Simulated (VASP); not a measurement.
# ZrTa2C2 in VASP: further runs

Runs on ZrTa2C2. Level: PBE. Tasks: single point, relaxation of cell and atoms.

Everything below comes from runs of VASP 6.6.1. Logs are shortened: lines on timing, memory, paths and dates and some standing lists are left out, and cuts for length are marked.

### 1 The cell of the first run

The structure is trigonal, space group R-3m (No. 166). The conventional cell has a = 3.198 Å, b = 3.198 Å, c = 23.014 Å, α = 90.00°, β = 90.00°, γ = 120.00°. Within 3.3 Å of Zr (site symmetry -3m) lie 6 C at 2.35 Å and 6 Zr at 3.20 Å and 6 Ta at 3.20 Å. Ta (site symmetry 3m) has 3 C at 2.18 Å within 2.9 Å. C (site symmetry 3m) has 3 Ta at 2.18 Å and 3 Zr at 2.35 Å within 2.9 Å.

The cell was generated, and may not be a known phase.

### 2 Single point, PBE

Contents of INCAR:

```
SYSTEM = ZrTa2C2
ALGO = Normal ; EDIFF = 1E-7
ENCUT = 520 ; GGA = PE
ISIF = 2 ; ISMEAR = 0
LASPH = .TRUE. ; LCHARG = .FALSE.
LREAL = .FALSE. ; LWAVE = .FALSE.
NBANDS = 29 ; NELM = 80
PREC = Accurate ; SIGMA = 0.1
```

Contents of KPOINTS:

```
k-points
0
G
  12 12 12
  0 0 0
```

Contents of POSCAR:

```
ZrTa2C2
1.0
    1.5988695898      0.9231077881      7.6714703270
   -1.5988695898      0.9231077881      7.6714703270
    0.0000000000     -1.8462155761      7.6714703270
Zr Ta C
1 2 2
Direct
    0.0000000000      0.0000000000      0.0000000000
    0.2197481220      0.2197481220      0.2197481220
    0.7802518780      0.7802518780      0.7802518780
    0.3964493537      0.3964493537      0.3964493537
    0.6035506463      0.6035506463      0.6035506463
```

Potentials or basis: VASP PAW PBE potentials, release 64 (Zr_sv, Ta_pv, C).

Run with:

```
> cat potpaw_PBE.64/Zr_sv/POTCAR potpaw_PBE.64/Ta_pv/POTCAR potpaw_PBE.64/C/POTCAR > POTCAR
> mpirun -np 1 vasp_std > vasp.out
```

OUTCAR:

```text
SYSTEM = ZrTa2C2
   EDIFF = 1E-7
   ENCUT = 520
   GGA = PE
   ISIF = 2
   ISMEAR = 0
   LASPH = .TRUE.
   LREAL = .FALSE.
   NELM = 80
   PREC = Accurate

 ion  position               nearest neighbor table
   1  0.000  0.000  0.000-   5 2.35   5 2.35   4 2.35   4 2.35   5 2.35   4 2.35   2 3.20   3 3.20
                             2 3.20   3 3.20   2 3.20   3 3.20
   2  0.220  0.220  0.220-   5 2.18   5 2.18   5 2.18   3 3.06   3 3.06   3 3.06   1 3.20   1 3.20
                             1 3.20
   3  0.780  0.780  0.780-   4 2.18   4 2.18   4 2.18   2 3.06   2 3.06   2 3.06   1 3.20   1 3.20
                             1 3.20
   4  0.396  0.396  0.396-   3 2.18   3 2.18   3 2.18   1 2.35   1 2.35   1 2.35
   5  0.604  0.604  0.604-   2 2.18   2 2.18   2 2.18   1 2.35   1 2.35   1 2.35

  LATTYP: Found a trigonal (rhomboedric) cell.
 ALAT       =     7.8904986491
 COS(alpha) =     0.9178803328

  Lattice vectors:

 A1 = (   1.5988695898,   0.9231077881,   7.6714703270)
 A2 = (  -1.5988695898,   0.9231077881,   7.6714703270)
 A3 = (   0.0000000000,  -1.8462155761,   7.6714703270)

Analysis of symmetry for initial positions (statically):
=====================================================================
 Subroutine PRICEL returns:
 Original cell was already a primitive cell.

 Routine SETGRP: Setting up the symmetry group for a
 trigonal (rhombohedral) supercell.

 Subroutine GETGRP returns: Found 12 space group operations
 (whereof 12 operations were pure point group operations)
 out of a pool of 12 trial point group operations.

The static configuration has the point symmetry D_3d.

Analysis of symmetry for dynamics (positions and initial velocities):
=====================================================================
 Subroutine PRICEL returns:
 Original cell was already a primitive cell.

 Routine SETGRP: Setting up the symmetry group for a
 trigonal (rhombohedral) supercell.

 Subroutine GETGRP returns: Found 12 space group operations
 (whereof 12 operations were pure point group operations)
 out of a pool of 12 trial point group operations.

The dynamic configuration has the point symmetry D_3d.

 Subroutine INISYM returns: Found 12 space group operations
 (whereof 12 operations are pure point group operations),
 and found     1 'primitive' translations

----------------------------------------------------------------------------------------

                                     Primitive cell

[... 92 lines left out ...]
   LSORBIT =      F    spin-orbit coupling
   LASPH  =      T    aspherical Exc in radial PAW
   ENCUT  =  520.0 eV  38.22 Ry    6.18 a.u.  14.67 14.67 14.67*2*pi/ulx,y,z
   NELM   =     80;   NELMIN=  2; NELMDL= -5     # of ELM steps
   EDIFF  = 0.1E-06   stopping-criterion for ELM
   LREAL  =      F    real-space projection
   EDIFFG = 0.1E-05   stopping-criterion for IOM
   NSW    =      0    number of steps for IOM
   IBRION =     -1    ionic relax: 0-MD 1-quasi-New 2-CG
   NFREE  =      0    steps in history (QN), initial steepest desc. (CG)
   ISIF   =      2    stress and relaxation
   ISYM   =      2    0-nonsym 1-usesym 2-fastsym
   POTIM  = 0.5000    time-step for ionic-motion
   TEBEG  =    0.0;   TEEND  =   0.0 temperature during run
   PSTRESS=    0.0 pullay stress
   NELECT =      42.0000    total number of electrons
   NUPDOWN=      -1.0000    fix difference up-down
   EMIN   =  10.00;   EMAX   =-10.00  energy-range for DOS
   EFERMI =   0.00;   METHOD = LEGACY
   ISMEAR =     0;   SIGMA  =   0.10  broadening in eV -4-tet -1-fermi 0-gaus
   EFERMI_NEDOS =   21; number of points for ismear=-14 and -15
   IALGO  =     38    algorithm
   IMIX   =      4    mixing-type and parameters
     AMIX     =   0.40;   BMIX     =  1.00
     AMIX_MAG =   1.60;   BMIX_MAG =  1.00
  volume/ion in A,a.u.               =      13.59        91.69
  Fermi-wavevector in a.u.,A,eV,Ry     =   1.394632  2.635472 26.463293  1.944997
  Thomas-Fermi vector in A             =   2.518162
   LORBIT       =      0    0 simple, 1 ext, 2 COOP (PROOUT), +10 PAW based schemes
   GGA     = PE    functional components
   LHFCALC =     F    Hartree Fock is set to
   AEXX    =    0.0000 exact exchange contribution
   IVDW    =     0    specifies the selected vdW correction
   LEPSILON=     F    determine dielectric tensor
   LRPA    =     F    only Hartree local field effects (RPA)
 non-spin polarized calculation
 Gauss-broadening in eV      SIGMA  =   0.10
  energy-cutoff  :      520.00
  volume of cell :       67.94
 maximum number of plane-waves:      1850
   NGX = 29   NGY = 29   NGZ = 29

 number of electron      42.0000001 magnetization

 Free energy of the ion-electron system (eV)
  ---------------------------------------------------
  ext. energy  EPLUGINS =         0.00000000
  ---------------------------------------------------
  free energy    TOTEN  =       -54.20612974 eV

  energy without entropy =      -54.20032473  energy(sigma->0) =      -54.20322723

 E-fermi :   7.8658     XC(G=0): -12.4769

 val. band max:        7.8553217763   @ k =   0.3333   0.2500   0.1667
 cond. band min:       7.8734229083   @ k =   0.4167   0.3333   0.1667
 fundamental gap:      0.0181011320
 Fermi energy:         7.8657800316

 k-point     1 :       0.0000    0.0000    0.0000
  band No.  band energies     occupation
      1     -40.6306      2.00000
      2     -26.8011      2.00000
      3     -26.4646      2.00000
      4     -26.4646      2.00000
      5     -26.4545      2.00000
      6     -26.4047      2.00000
[... 757 lines left out ...]
     28      12.0250      0.00000
     29      13.1065      0.00000

 [... further k-points ...]
[... 5 lines left out ...]
  --------------------------------------------------------------------------------------
  -------------------------------------------------------------------------------------
  Total        0.1337456      0.1337456      0.1297168      0.0000000      0.0000000      0.0000000
  in kB        3.1542407      3.1542407      3.0592253      0.0000000      0.0000000      0.0000000
  external PRESSURE =       3.1225689 kB  Pullay stress =       0.0000000 kB

 VOLUME and BASIS-vectors are now :
 -----------------------------------------------------------------------------
  energy-cutoff  :      520.00
  volume of cell :       67.94
      direct lattice vectors                 reciprocal lattice vectors
     1.598869590  0.923107788  7.671470327     0.312720939  0.180549519  0.043451036
    -1.598869590  0.923107788  7.671470327    -0.312720939  0.180549519  0.043451036
     0.000000000 -1.846215576  7.671470327     0.000000000 -0.361099037  0.043451036

 POSITION                                       TOTAL-FORCE (eV/Angst)
 -----------------------------------------------------------------------------------
      0.00000      0.00000      0.00000         0.000000      0.000000     -0.000000
      0.00000      0.00000      5.05737         0.000000     -0.000000     -0.031043
      0.00000      0.00000     17.95704         0.000000      0.000000      0.031043
      0.00000      0.00000      9.12405         0.000000     -0.000000     -0.010954
      0.00000      0.00000     13.89036         0.000000      0.000000      0.010954
 -----------------------------------------------------------------------------------
    total drift:                               -0.000000      0.000000     -0.000000

  FREE ENERGIE OF THE ION-ELECTRON SYSTEM (eV)
  ---------------------------------------------------
  free  energy   TOTEN  =       -54.2061297399 eV

  energy  without entropy=      -54.2003247291  energy(sigma->0) =      -54.20322723
```

OSZICAR:

```text
N       E                     dE             d eps       ncg     rms          rms(c)
DAV:   1     0.379454779474E+03    0.37945E+03   -0.23149E+04 10962   0.149E+03
DAV:   2    -0.381573875580E+02   -0.41761E+03   -0.40644E+03 12231   0.428E+02
DAV:   3    -0.612860059587E+02   -0.23129E+02   -0.22791E+02 16052   0.908E+01
DAV:   4    -0.621640023369E+02   -0.87800E+00   -0.87608E+00 16636   0.136E+01
DAV:   5    -0.621759963138E+02   -0.11994E-01   -0.11990E-01 15067   0.160E+00    0.349E+01
DAV:   6    -0.545959942434E+02    0.75800E+01   -0.51820E+01 13333   0.307E+01    0.140E+01
DAV:   7    -0.542993762769E+02    0.29662E+00   -0.53535E+00 15371   0.104E+01    0.771E+00
DAV:   8    -0.542279337363E+02    0.71443E-01   -0.13552E+00 14008   0.540E+00    0.220E+00
DAV:   9    -0.542065012003E+02    0.21433E-01   -0.13315E-01 13686   0.176E+00    0.503E-01
DAV:  10    -0.542072033003E+02   -0.70210E-03   -0.43298E-02 14964   0.922E-01    0.313E-01
DAV:  11    -0.542063816771E+02    0.82162E-03   -0.29004E-03 14525   0.295E-01    0.167E-01
DAV:  12    -0.542061475108E+02    0.23417E-03   -0.27565E-03 14897   0.250E-01    0.424E-02
DAV:  13    -0.542061366915E+02    0.10819E-04   -0.14852E-04 14303   0.654E-02    0.216E-02
DAV:  14    -0.542061316074E+02    0.50840E-05   -0.86070E-06 15918   0.169E-02    0.938E-03
DAV:  15    -0.542061298106E+02    0.17968E-05   -0.75572E-06 13895   0.125E-02    0.256E-03
DAV:  16    -0.542061297399E+02    0.70775E-07   -0.40006E-07 12454   0.392E-03
   1 F= -.54206130E+02 E0= -.54203227E+02  d E =-.580501E-02
```

It took 27 min on 1 thread of Intel Xeon Platinum 8259CL at 2.50GHz (Skylake/Cascade Lake), shared host; peak memory 0.73 GiB.

Results:

| Quantity | Value |
| --- | --- |
| Free energy | -54.2061 eV |
| Pressure | 0.3 GPa |
| Largest force | 0.031 eV/Å |
| Band gap on the k mesh | zero (bands 21 and 22 overlap by 0.82 eV) |

Forces on the atoms (eV/Å):
```
Zr   0.000  0.000  0.000
Ta   0.000  0.000 -0.031
Ta   0.000  0.000  0.031
C    0.000  0.000 -0.011
C    0.000  0.000  0.011
```

Caveat: spin-orbit coupling is left out, which moves the levels of the heavy elements.

### 3 Relaxation of cell and atoms, PBE

This run uses another cell than the first one, of 12.59 Å³/atom.

Contents of INCAR:

```
ALGO = Normal
EDIFF = 1E-6
EDIFFG = -0.04
ENCUT = 600
GGA = PE
IBRION = 2
ISIF = 3
ISMEAR = 0
LASPH = T
LCHARG = F
LREAL = F
LWAVE = F
NELM = 80
NSW = 90
PREC = Accurate
SIGMA = 0.1
```

Contents of KPOINTS:

```
k-points
0
Gamma
  6 6 4
```

Contents of POSCAR:

```
ZrTa2C2
1.0
    2.7456696800     -1.5828253100      0.0000000000
    2.7456696800      1.5828253100      0.0000000000
   -1.7858727700      0.0000000000      7.2431089400
Zr Ta C
1 2 2
Direct
    0.0000000000      0.0000000000      0.5000000000
    0.2248049800      0.2248049800      0.1648365000
    0.7751950200      0.7751950200      0.8351635000
    0.3967544400      0.3967544400      0.6953097600
    0.6032455600      0.6032455600      0.3046902400
```

Potentials or basis: VASP PAW PBE potentials, release 64 (Zr_sv, Ta_pv, C).

Run with:

```
> cat potpaw_PBE.64/Zr_sv/POTCAR potpaw_PBE.64/Ta_pv/POTCAR potpaw_PBE.64/C/POTCAR > POTCAR
> mpirun -np 1 vasp_std > vasp.out
```

OUTCAR:

```text
EDIFF = 1E-6
   EDIFFG = -0.04
   ENCUT = 600
   GGA = PE
   IBRION = 2
   ISIF = 3
   ISMEAR = 0
   LASPH = T
   LREAL = F
   NELM = 80
   NSW = 90
   PREC = Accurate

 ion  position               nearest neighbor table
   1  0.000  0.000  0.500-   5 2.31   5 2.31   4 2.31   4 2.31   4 2.31   5 2.31   2 3.04   3 3.04
                             2 3.04   3 3.04   2 3.04   3 3.04
   2  0.225  0.225  0.165-   5 2.09   5 2.09   5 2.09   3 2.99   3 2.99   1 3.04   1 3.04   3 3.04
                             1 3.04
   3  0.775  0.775  0.835-   4 2.09   4 2.09   4 2.09   2 2.99   2 2.99   1 3.04   1 3.04   2 3.04
                             1 3.04
   4  0.397  0.397  0.695-   3 2.09   3 2.09   3 2.09   1 2.31   1 2.31   1 2.31
   5  0.603  0.603  0.305-   2 2.09   2 2.09   2 2.09   1 2.31   1 2.31   1 2.31

  LATTYP: Found a base centered monoclinic cell.
 ALAT       =     5.4913393600
 B/A-ratio  =     0.5764806020
 C/A-ratio  =     1.3585073186
[... 509 lines left out ...]

  energy without entropy =      -54.24728429  energy(sigma->0) =      -54.24970284

 E-fermi :   7.9497     XC(G=0): -12.4826

 val. band max:        7.6678256370   @ k =  -0.1667  -0.1667   0.2500
 cond. band min:       7.9504943002   @ k =   0.5000   0.1667   0.0000
 fundamental gap:      0.2826686632
 Fermi energy:         7.9497084383

 k-point     1 :       0.0000    0.0000    0.0000
  band No.  band energies     occupation
      1     -40.6102      2.00000
      2     -26.7906      2.00000
      3     -26.4481      2.00000
      4     -26.4464      2.00000
      5     -26.4360      2.00000
      6     -26.3897      2.00000
[... 661 lines left out ...]
     24       9.5219      0.00000
     25      10.9181      0.00000

 [... further k-points ...]

------------------------ aborting loop because EDIFF is reached ----------------------------------------

  FORCE on cell =-STRESS in cart. coord.  units (eV):
  Direction    XX          YY          ZZ          XY          YZ          ZX
  --------------------------------------------------------------------------------------
  -------------------------------------------------------------------------------------
  Total        0.0337230      0.0671050      0.1120320      0.0000000      0.0000000     -0.0451355
  in kB        0.7961345      1.5842167      2.6448553      0.0000000      0.0000000     -1.0655619
  external PRESSURE =       1.6750688 kB  Pullay stress =       0.0000000 kB
[... 20 lines left out ...]
  FREE ENERGIE OF THE ION-ELECTRON SYSTEM (eV)
  ---------------------------------------------------
  free  energy   TOTEN  =       -54.2521213934 eV

  energy  without entropy=      -54.2472842856  energy(sigma->0) =      -54.24970284

 reached required accuracy - stopping structural energy minimisation
```

OSZICAR:

```text
N       E                     dE             d eps       ncg     rms          rms(c)
DAV:   1     0.423604843534E+03    0.42360E+03   -0.25535E+04  2350   0.194E+03
DAV:   2    -0.336391129638E+02   -0.45724E+03   -0.45210E+03  2676   0.518E+02
DAV:   3    -0.606949727583E+02   -0.27056E+02   -0.26747E+02  4004   0.109E+02
[... 83 lines left out ...]
DAV:   3    -0.542521108206E+02    0.13111E-03   -0.57390E-04  3211   0.179E-01    0.272E-02
DAV:   4    -0.542521133986E+02   -0.25780E-05   -0.58136E-05  3767   0.400E-02    0.211E-02
DAV:   5    -0.542521177876E+02   -0.43890E-05   -0.50410E-06  3264   0.122E-02    0.108E-02
DAV:   6    -0.542521209225E+02   -0.31349E-05   -0.45458E-06  3579   0.125E-02    0.303E-03
DAV:   7    -0.542521213934E+02   -0.47086E-06   -0.31865E-07  1352   0.377E-03
   9 F= -.54252121E+02 E0= -.54249703E+02  d E =-.524823E-03
```

It took 8.8 min on 1 thread of Intel Xeon Platinum 8259CL at 2.50GHz (Skylake/Cascade Lake), shared host; peak memory 0.28 GiB.

What came out:

* Free energy: -54.2521 eV
* Relaxed volume: 13.57 Å³/atom
* Relaxed cell: a = 3.196 Å, b = 3.196 Å, c = 7.884 Å, α = 101.52°, β = 101.52°, γ = 59.99°
* Space group after relaxing (to 0.1 Å): R-3m (No. 166)
* Energy gained by relaxing: 126.9 meV/atom
* Ionic steps: 9
* Pressure after relaxing: 0.2 GPa
* Largest force after relaxing: 0.036 eV/Å
* Band gap on the k mesh: zero (bands 21 and 22 overlap by 0.57 eV)

Forces in eV/Å, atoms in the order of the input:
```
Zr   0.000  0.000  0.000
Ta  -0.032  0.000  0.006
Ta   0.032  0.000 -0.006
C    0.019  0.000 -0.031
C   -0.019  0.000  0.031
```

Step by step:
```csv
step,energy change (eV),largest force (eV/Å),pressure (GPa),volume (Å³)
1,0.0000,2.1214,26.15,62.96
2,1.5872,1.8497,-34.73,83.52
3,-0.5727,0.2112,-3.85,69.16
4,-0.5770,0.2750,-2.10,68.69
5,-0.5771,0.2913,-1.66,68.57
6,-0.6331,0.0571,0.08,67.88
7,-0.6339,0.0759,-0.10,67.95
8,-0.6339,0.0809,-0.15,67.97
9,-0.6344,0.0362,0.17,67.87
```

Final structure:
```xyz
5
Lattice="2.7682 -1.5979 -0.0031 2.7682 1.5979 -0.0031 -1.8088 0.0000 7.6734" Properties=species:S:1:pos:R:3 pbc="T T T"
Zr   -0.9044    0.0000    3.8367
Ta    0.9435    0.0000    1.2165
Ta    2.7841    0.0000    6.4507
C     0.9406    0.0000    5.2900
C     2.7870    0.0000    2.3772
```

Caveat: the k points lie up to 0.38 Å⁻¹ apart in the final cell, too coarse for converged energies and pressures of a metal; spin-orbit coupling is left out, which moves the levels of the heavy elements.

The gap in the log of VASP goes by the Fermi energy; the results here count the filled bands.